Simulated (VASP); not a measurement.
# BeS (P4_322) in VASP: a series of runs

The runs below take BeS through relaxation of cell and atoms, with PBE.

Program: VASP 6.6.1. These are calculated values, not measurements. Logs are shortened: lines on timing, memory, paths and dates and some standing lists are left out, and cuts for length are marked.

**1. The cell of the first run**

Symmetry: P4_322, No. 95, tetragonal system. The conventional cell has a = 3.543 Å, b = 3.543 Å, c = 7.067 Å, α = 90.00°, β = 90.00°, γ = 90.00°. Be (site symmetry 2) has 4 S at 1.85 to 2.03 Å within 2.5 Å. S (site symmetry 2) has 4 Be at 1.85 to 2.03 Å within 2.5 Å.

The cell was built from a structure type or drawn by symmetry, and may not be a known phase.

**2. Relaxation of cell and atoms, PBE**

Contents of INCAR:

```
SYSTEM = BeS
PREC = Accurate
ENCUT = 600
EDIFF = 1E-6
ISMEAR = 0
SIGMA = 0.1
LREAL = .FALSE.
LASPH = .TRUE.
NELM = 100
ALGO = Normal
ISIF = 3
LWAVE = .FALSE.
LCHARG = .FALSE.
GGA = PE
IBRION = 2
NSW = 90
EDIFFG = -0.04
```

Contents of KPOINTS:

```
regular mesh
0
G
  6 6 4
  0 0 0
```

Contents of POSCAR:

```
BeS
1.0
    3.5432906900      0.0000000000      0.0000000000
    0.0000000000      3.5432906900      0.0000000000
    0.0000000000      0.0000000000      7.0671214200
Be S
4 4
Direct
    0.1113820100      0.5000000000      0.2500000000
    0.5000000000      0.8886179900      0.5000000000
    0.5000000000      0.1113820100      0.0000000000
    0.8886179900      0.5000000000      0.7500000000
    0.0000000000      0.6113820100      0.5000000000
    0.3886179900      0.0000000000      0.2500000000
    0.6113820100      0.0000000000      0.7500000000
    0.0000000000      0.3886179900      0.0000000000
```

Potentials or basis: VASP PAW PBE potentials, release 64 (Be, S).

The run is started by

```console
$ cat potpaw_PBE.64/Be/POTCAR potpaw_PBE.64/S/POTCAR > POTCAR
$ mpirun -np 1 vasp_std > vasp.out
```

OUTCAR:

```text
SYSTEM = BeS
   PREC = Accurate
   ENCUT = 600
   EDIFF = 1E-6
   ISMEAR = 0
   LREAL = .FALSE.
   LASPH = .TRUE.
   NELM = 100
   ISIF = 3
   GGA = PE
   IBRION = 2
   NSW = 90
   EDIFFG = -0.04

 ion  position               nearest neighbor table
   1  0.111  0.500  0.250-   5 1.85   8 1.85   6 2.03   6 2.03
   2  0.500  0.889  0.500-   6 1.85   7 1.85   5 2.03   5 2.03
   3  0.500  0.111  0.000-   6 1.85   7 1.85   8 2.03   8 2.03
   4  0.889  0.500  0.750-   5 1.85   8 1.85   7 2.03   7 2.03
   5  0.000  0.611  0.500-   1 1.85   4 1.85   2 2.03   2 2.03   7 2.63   6 2.63
   6  0.389  0.000  0.250-   2 1.85   3 1.85   1 2.03   1 2.03   8 2.63   5 2.63
   7  0.611  0.000  0.750-   2 1.85   3 1.85   4 2.03   4 2.03   8 2.63   5 2.63
   8  0.000  0.389  0.000-   1 1.85   4 1.85   3 2.03   3 2.03   7 2.63   6 2.63

  LATTYP: Found a simple tetragonal cell.
 ALAT       =     3.5432906900
 C/A-ratio  =     1.9945079414

  Lattice vectors:

 A1 = (   3.5432906900,   0.0000000000,   0.0000000000)
 A2 = (   0.0000000000,   3.5432906900,   0.0000000000)
 A3 = (   0.0000000000,   0.0000000000,   7.0671214200)

Analysis of symmetry for initial positions (statically):
=====================================================================
 Subroutine PRICEL returns:
 Original cell was already a primitive cell.

 Routine SETGRP: Setting up the symmetry group for a
 simple tetragonal supercell.

 Subroutine GETGRP returns: Found  8 space group operations
 (whereof  2 operations were pure point group operations)
 out of a pool of 16 trial point group operations.

The static configuration has the point symmetry C_2 .
 The point group associated with its full space group is D_4 .

Analysis of symmetry for dynamics (positions and initial velocities):
=====================================================================
 Subroutine PRICEL returns:
 Original cell was already a primitive cell.

 Routine SETGRP: Setting up the symmetry group for a
 simple tetragonal supercell.

 Subroutine GETGRP returns: Found  8 space group operations
 (whereof  2 operations were pure point group operations)
 out of a pool of 16 trial point group operations.

The dynamic configuration has the point symmetry C_2 .
 The point group associated with its full space group is D_4 .

 Subroutine INISYM returns: Found  8 space group operations
 (whereof  2 operations are pure point group operations),
 and found     1 'primitive' translations

----------------------------------------------------------------------------------------

                                     Primitive cell

  volume of cell :      88.7271

  direct lattice vectors                    reciprocal lattice vectors
     3.543290690  0.000000000  0.000000000     0.282223528  0.000000000  0.000000000
     0.000000000  3.543290690  0.000000000     0.000000000  0.282223528  0.000000000
     0.000000000  0.000000000  7.067121420     0.000000000  0.000000000  0.141500328

  length of vectors
     3.543290690  3.543290690  7.067121420     0.282223528  0.282223528  0.141500328

  position of ions in fractional coordinates (direct lattice)
     0.111382010  0.500000000  0.250000000
     0.500000000  0.888617990  0.500000000
     0.500000000  0.111382010  0.000000000
     0.888617990  0.500000000  0.750000000
     0.000000000  0.611382010  0.500000000
     0.388617990  0.000000000  0.250000000
     0.611382010  0.000000000  0.750000000
     0.000000000  0.388617990  0.000000000

  ion indices of the primitive-cell ions
   primitive index   ion index
                 1           1
                 2           2
                 3           3
                 4           4
                 5           5
                 6           6
                 7           7
                 8           8

----------------------------------------------------------------------------------------

 KPOINTS: regular mesh

Automatic generation of k-mesh.
 Grid dimensions read from file:
 generate k-points for:    6    6    4

 Generating k-lattice:

  Cartesian coordinates                     Fractional coordinates (reciprocal lattice)
     0.047037255  0.000000000  0.000000000     0.166666667  0.000000000  0.000000000
     0.000000000  0.047037255  0.000000000     0.000000000  0.166666667  0.000000000
     0.000000000  0.000000000  0.035375082     0.000000000  0.000000000  0.250000000

  Length of vectors
     0.047037255  0.047037255  0.035375082

  Shift w.r.t. Gamma in fractional coordinates (k-lattice)
     0.000000000  0.000000000  0.000000000

 Subroutine IBZKPT returns following result:
 ===========================================

 Found     30 irreducible k-points:

 Following reciprocal coordinates:
            Coordinates               Weight
  0.000000  0.000000  0.000000      1.000000
  0.166667  0.000000  0.000000      4.000000
  0.333333  0.000000  0.000000      4.000000
  0.500000  0.000000  0.000000      2.000000
  0.166667  0.166667  0.000000      4.000000
  0.333333  0.166667  0.000000      8.000000
[... 16 lines left out ...]
  0.333333  0.000000  0.500000      4.000000
  0.500000  0.000000  0.500000      2.000000
 [... further k-points ...]
   k-points           NKPTS =     30   k-points in BZ     NKDIM =     30   number of bands    NBANDS=     21
   number of dos      NEDOS =    301   number of ions     NIONS =      8
   total plane-waves  NPLWV =  43904
   dimension x,y,z NGX =    28 NGY =   28 NGZ =   56
   dimension x,y,z NGXF=    56 NGYF=   56 NGZF=  112
   ions per type =               4   4
   NGX,Y,Z   is equivalent  to a cutoff of  13.14, 13.14, 13.17 a.u.
   NGXF,Y,Z  is equivalent  to a cutoff of  26.27, 26.27, 26.35 a.u.
 SYSTEM =  BeS
   PREC   = accura    normal or accurate (medium, high low for compatibility)
   ISTART =      0    job   : 0-new  1-cont  2-samecut
   ICHARG =      2    charge: 1-file 2-atom 10-const
   ISPIN  =      1    spin polarized calculation?
   LNONCOLLINEAR =      F non collinear calculations
   LSORBIT =      F    spin-orbit coupling
   LASPH  =      T    aspherical Exc in radial PAW
   ENCUT  =  600.0 eV  44.10 Ry    6.64 a.u.   7.08  7.08 14.11*2*pi/ulx,y,z
   NELM   =    100;   NELMIN=  2; NELMDL= -5     # of ELM steps
   EDIFF  = 0.1E-05   stopping-criterion for ELM
   LREAL  =      F    real-space projection
   EDIFFG = -.4E-01   stopping-criterion for IOM
   NSW    =     90    number of steps for IOM
   IBRION =      2    ionic relax: 0-MD 1-quasi-New 2-CG
   NFREE  =      1    steps in history (QN), initial steepest desc. (CG)
   ISIF   =      3    stress and relaxation
   ISYM   =      2    0-nonsym 1-usesym 2-fastsym
   POTIM  = 0.5000    time-step for ionic-motion
   TEBEG  =    0.0;   TEEND  =   0.0 temperature during run
   PSTRESS=    0.0 pullay stress
   NELECT =      32.0000    total number of electrons
   NUPDOWN=      -1.0000    fix difference up-down
   EMIN   =  10.00;   EMAX   =-10.00  energy-range for DOS
   EFERMI =   0.00;   METHOD = LEGACY
   ISMEAR =     0;   SIGMA  =   0.10  broadening in eV -4-tet -1-fermi 0-gaus
   EFERMI_NEDOS =   21; number of points for ismear=-14 and -15
   IALGO  =     38    algorithm
   IMIX   =      4    mixing-type and parameters
     AMIX     =   0.40;   BMIX     =  1.00
     AMIX_MAG =   1.60;   BMIX_MAG =  1.00
  volume/ion in A,a.u.               =      11.09        74.84
  Fermi-wavevector in a.u.,A,eV,Ry     =   1.165305  2.202106 18.475824  1.357935
  Thomas-Fermi vector in A             =   2.301832
   LORBIT       =      0    0 simple, 1 ext, 2 COOP (PROOUT), +10 PAW based schemes
   GGA     = PE    functional components
   LHFCALC =     F    Hartree Fock is set to
   AEXX    =    0.0000 exact exchange contribution
   IVDW    =     0    specifies the selected vdW correction
   LEPSILON=     F    determine dielectric tensor
   LRPA    =     F    only Hartree local field effects (RPA)
 conjugate gradient relaxation of ions
 non-spin polarized calculation
 Gauss-broadening in eV      SIGMA  =   0.10
  energy-cutoff  :      600.00
  volume of cell :       88.73
 maximum number of plane-waves:      2996
   NGX = 15   NGY = 15   NGZ = 29

--------------------------------------- Ionic step        1  -------------------------------------------

 number of electron      31.9999996 magnetization

 Free energy of the ion-electron system (eV)
  ---------------------------------------------------
  ext. energy  EPLUGINS =         0.00000000
  ---------------------------------------------------
  free energy    TOTEN  =       -31.70574599 eV

  energy without entropy =      -31.70574599  energy(sigma->0) =      -31.70574599

 E-fermi :   8.0639     XC(G=0): -10.8070

 val. band max:        7.6344128707   @ k =   0.1667   0.1667   0.0000
 cond. band min:       8.4853169765   @ k =   0.0000   0.0000   0.0000
 fundamental gap:      0.8509041058
 Fermi energy:         8.0638517052

 k-point     1 :       0.0000    0.0000    0.0000
  band No.  band energies     occupation
      1      -8.8264      2.00000
      2      -6.9765      2.00000
      3      -6.9765      2.00000
      4      -3.4808      2.00000
      5      -0.1930      2.00000
      6       2.4550      2.00000
[... 1271 lines left out ...]
  FREE ENERGIE OF THE ION-ELECTRON SYSTEM (eV)
  ---------------------------------------------------
  free  energy   TOTEN  =       -36.3183939044 eV

  energy  without entropy=      -36.3183939044  energy(sigma->0) =      -36.31839390

[... ionic steps 4 to 9 ...]

--------------------------------------- Ionic step       10  -------------------------------------------

 number of electron      31.9999997 magnetization

------------------------ aborting loop because EDIFF is reached ----------------------------------------

  FORCE on cell =-STRESS in cart. coord.  units (eV):
  Direction    XX          YY          ZZ          XY          YZ          ZX
  --------------------------------------------------------------------------------------
  -------------------------------------------------------------------------------------
  Total        0.0205348      0.0205348      0.6876996      0.0000000      0.0000000      0.0000000
  in kB        0.2811990      0.2811990      9.4172169      0.0000000      0.0000000      0.0000000
  external PRESSURE =       3.3265383 kB  Pullay stress =       0.0000000 kB
[... 69 lines left out ...]
  energy  without entropy=      -36.5149262946  energy(sigma->0) =      -36.51492629

--------------------------------------- Ionic step       12  -------------------------------------------

 number of electron      31.9999995 magnetization

 Free energy of the ion-electron system (eV)
  ---------------------------------------------------
  ext. energy  EPLUGINS =         0.00000000
  ---------------------------------------------------
  free energy    TOTEN  =       -36.51568394 eV

  energy without entropy =      -36.51568394  energy(sigma->0) =      -36.51568394

 E-fermi :   4.8205     XC(G=0):  -9.6856

 val. band max:        4.3779260619   @ k =   0.0000   0.0000   0.0000
 cond. band min:       6.3549398719   @ k =   0.0000   0.0000   0.0000
 fundamental gap:      1.9770138100
 Fermi energy:         4.8204737191

 k-point     1 :       0.0000    0.0000    0.0000
  band No.  band energies     occupation
      1      -9.6337      2.00000
      2      -8.3868      2.00000
      3      -8.3868      2.00000
      4      -6.5682      2.00000
      5      -1.2727      2.00000
      6       0.3500      2.00000
[... 602 lines left out ...]
  FREE ENERGIE OF THE ION-ELECTRON SYSTEM (eV)
  ---------------------------------------------------
  free  energy   TOTEN  =       -36.5156839410 eV

  energy  without entropy=      -36.5156839410  energy(sigma->0) =      -36.51568394

 reached required accuracy - stopping structural energy minimisation
```

It took 9.1 min on 1 thread of Intel Xeon 8259CL, shared host; peak memory 0.23 GiB.

What came out:

* Free energy: -36.5157 eV
* Relaxed volume: 14.66 Å³/atom
* Relaxed cell: a = 3.796 Å, b = 3.796 Å, c = 8.142 Å, α = 90.00°, β = 90.00°, γ = 90.00°
* Space group after relaxing (to 0.1 Å): P4_322 (No. 95)
* Energy gained by relaxing: 601.2 meV/atom
* Ionic steps: 12
* Pressure after relaxing: 0.0 GPa
* Largest force after relaxing: 0.006 eV/Å
* Band gap on the k mesh: 1.98 eV

Forces in eV/Å, atoms in the order of the input:
```
Be  -0.005  0.000  0.000
Be   0.000  0.005  0.000
Be   0.000 -0.005  0.000
Be   0.005  0.000  0.000
S    0.000 -0.006  0.000
S    0.006  0.000  0.000
S   -0.006  0.000  0.000
S    0.000  0.006  0.000
```

The path:
```tsv
step	energy change (eV)	largest force (eV/Å)	pressure (GPa)	volume (Å³)
1	0.0000	0.9768	51.87	88.73
2	-3.4533	0.5431	-11.96	142.20
3	-4.6126	0.3672	0.12	118.22
4	-4.6126	0.3499	-0.40	118.86
5	-4.6538	0.3073	-0.46	118.86
6	-4.7443	0.2491	-0.66	118.87
7	-4.7942	0.1551	-1.13	118.86
8	-4.7969	0.1443	-1.04	118.87
9	-4.7942	0.0911	1.96	114.97
10	-4.8077	0.0470	0.33	117.00
11	-4.8092	0.0347	-0.20	117.51
12	-4.8099	0.0061	0.00	117.32
```

Final structure:
```yaml
crystal:
  lattice:
    - [3.79603, 0.00000, 0.00000]
    - [0.00000, 3.79603, 0.00000]
    - [0.00000, 0.00000, 8.14163]
  atoms:
    - { symbol: Be, position: [0.15934, 0.50000, 0.25000] }
    - { symbol: Be, position: [0.50000, 0.84066, 0.50000] }
    - { symbol: Be, position: [0.50000, 0.15934, 0.00000] }
    - { symbol: Be, position: [0.84066, 0.50000, 0.75000] }
    - { symbol: S, position: [0.00000, 0.56550, 0.50000] }
    - { symbol: S, position: [0.43450, 0.00000, 0.25000] }
    - { symbol: S, position: [0.56550, 0.00000, 0.75000] }
    - { symbol: S, position: [0.00000, 0.43450, 0.00000] }
```

Levels at points of the mesh, in eV from the valence-band top:
```tsv
k point	band 12	band 13	band 14	band 15	band 16	band 17	band 18	band 19	band 20	band 21
(0.00, 0.00, 0.00)	-1.62	-1.24	-1.16	0.00	0.00	1.98	1.98	4.13	4.13	4.59
(0.50, 0.00, 0.00)	-2.47	-1.22	-1.15	-0.99	-0.07	2.75	2.84	4.43	4.65	5.16
(0.50, 0.50, 0.00)	-3.69	-2.22	-2.22	-1.24	-0.29	2.80	2.80	3.16	5.79	7.49
(0.00, 0.00, 0.50)	-2.21	-0.93	-0.93	-0.44	-0.44	2.59	2.59	3.31	3.31	5.84
(0.50, 0.00, 0.50)	-2.05	-1.31	-1.31	-0.73	-0.73	3.31	3.31	4.62	4.62	5.05
(0.50, 0.50, 0.50)	-3.41	-2.79	-2.79	-1.39	-1.39	4.36	4.36	4.59	4.59	5.86
```

Caveat: the volume moved by over 15 % at a fixed basis, so the end points are rough. A k mesh can miss the band edges.

**3. Relaxation of cell and atoms, PBE**

This run uses another cell than the first one, of 14.64 Å³/atom.

Contents of INCAR:

```
SYSTEM = BeS
PREC = Accurate ; ENCUT = 600
EDIFF = 1E-6 ; ISMEAR = 0
SIGMA = 0.02 ; LREAL = .FALSE.
LASPH = .TRUE. ; NELM = 80
ALGO = Normal ; ISIF = 3
LWAVE = .FALSE. ; LCHARG = .FALSE.
GGA = PE ; IBRION = 2
NSW = 100 ; EDIFFG = -0.01
```

Contents of KPOINTS:

```
regular mesh
0
G
  8 8 4
  0 0 0
```

Contents of POSCAR:

```
BeS
1.0
    3.7935524911      0.0000000000      0.0000000000
    0.0000000000      3.7935524911      0.0000000000
    0.0000000000      0.0000000000      8.1375124893
Be S
4 4
Direct
    0.1587183273      0.5000000000      0.2500000000
    0.5000000000      0.8412816727      0.5000000000
    0.5000000000      0.1587183273      0.0000000000
    0.8412816727      0.5000000000      0.7500000000
    0.0000000000      0.5668470809      0.5000000000
    0.4331529191      0.0000000000      0.2500000000
    0.5668470809      0.0000000000      0.7500000000
    0.0000000000      0.4331529191      0.0000000000
```

Potentials or basis: VASP PAW PBE potentials, release 64 (Be, S).

The run is started by

```console
$ cat potpaw_PBE.64/Be/POTCAR potpaw_PBE.64/S/POTCAR > POTCAR
$ mpirun -np 1 vasp_std > vasp.out
```

It took 6.7 min on 1 thread of Intel Xeon 8259CL, shared host; peak memory 0.3 GiB.

It converged, with:

```
Free energy                           : -36.5223 eV
Relaxed volume                        : 14.67 Å³/atom
Relaxed cell                          : a = 3.796 Å, b = 3.796 Å, c = 8.144 Å, α = 90.00°, β = 90.00°, γ = 90.00°
Space group after relaxing (to 0.1 Å) : P4_322 (No. 95)
Energy gained by relaxing             : 0.1 meV/atom
Ionic steps                           : 5
Pressure after relaxing               : 0.0 GPa
Largest force after relaxing          : 0.009 eV/Å
Band gap on the k mesh                : 1.97 eV
```

Forces in eV/Å, atoms in the order of the input:
```
Be   0.009  0.000  0.000
Be   0.000 -0.009  0.000
Be   0.000  0.009  0.000
Be  -0.009  0.000  0.000
S    0.000 -0.002  0.000
S    0.002  0.000  0.000
S   -0.002  0.000  0.000
S    0.000  0.002  0.000
```

Stress tensor (GPa, compression positive):
```
-0.04  0.00  0.00
 0.00 -0.04  0.00
 0.00  0.00  0.05
```

The path:
| step | energy change (eV) | largest force (eV/Å) | pressure (GPa) | volume (Å³) |
| --- | --- | --- | --- | --- |
| 1 | 0.0000 | 0.0304 | 0.27 | 117.11 |
| 2 | -0.0004 | 0.0109 | -0.09 | 117.52 |
| 3 | -0.0004 | 0.0141 | -0.04 | 117.45 |
| 4 | -0.0004 | 0.0109 | -0.02 | 117.43 |
| 5 | -0.0005 | 0.0086 | -0.01 | 117.36 |

Final structure:
```
Be S
1.0
     3.79607    0.00000    0.00000
     0.00000    3.79607    0.00000
     0.00000    0.00000    8.14407
Be S
4 4
Direct
  0.15849 0.50000 0.25000
  0.50000 0.84151 0.50000
  0.50000 0.15849 0.00000
  0.84151 0.50000 0.75000
  0.00000 0.56580 0.50000
  0.43420 0.00000 0.25000
  0.56580 0.00000 0.75000
  0.00000 0.43420 0.00000
```

Levels at points of the mesh, in eV from the valence-band top:
```tsv
k point	band 12	band 13	band 14	band 15	band 16	band 17	band 18	band 19	band 20	band 21
(0.00, 0.00, 0.00)	-1.63	-1.24	-1.17	0.00	0.00	1.97	1.99	4.13	4.13	4.58
(0.50, 0.00, 0.00)	-2.47	-1.22	-1.14	-0.99	-0.07	2.76	2.84	4.43	4.64	5.15
(0.50, 0.50, 0.00)	-3.70	-2.22	-2.22	-1.23	-0.30	2.79	2.79	3.18	5.78	7.47
(0.00, 0.00, 0.50)	-2.21	-0.93	-0.93	-0.44	-0.44	2.60	2.60	3.30	3.30	5.84
(0.50, 0.00, 0.50)	-2.04	-1.31	-1.31	-0.73	-0.73	3.31	3.31	4.62	4.62	5.06
(0.50, 0.50, 0.50)	-3.42	-2.78	-2.78	-1.39	-1.39	4.36	4.36	4.59	4.59	5.87
```
